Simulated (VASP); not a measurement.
The system is Si2W.

```
W Si
1.0
    -1.58518    1.58518    3.86204
     1.58518   -1.58518    3.86204
     1.58518    1.58518   -3.86204
W Si
1 2
Cartesian
  0.0000 0.0000 0.0000
  0.0000 0.0000 5.1388
  0.0000 0.0000 2.5852
```

Base run:

```yaml
Program: VASP 6.6.1
Functional: r2SCAN
Potentials_or_basis: VASP PAW PBE potentials, release 64 (W_sv, Si)
Cutoff: 520 eV
k_mesh: 12 × 12 × 12
Occupations: fermi-dirac, width 0.05 eV
Spin: no spin polarisation
```

Its results: band gap on the k mesh zero (bands 11 and 12 overlap by 1.42 eV); pressure 9.5 GPa; largest force 0.116 eV/Å.

**Question.** The run is repeated on the same cell with these changes: functional from r2SCAN to PBEsol; further incar settings from ALGO = Normal; EDIFF = 1e-06; NBANDS = 18 to ALGO = Normal; EDIFF = 1e-07; NBANDS = 18. What comes out?

**Answer.** Band gap on the k mesh zero (bands 11 and 12 overlap by 1.37 eV); pressure 8.6 GPa; largest force 0.141 eV/Å.

Caveats: the cell stands under pressure; the PAW data sets were made with another functional, which shifts forces and pressure a little; spin-orbit coupling is left out, which moves the levels of the heavy elements.
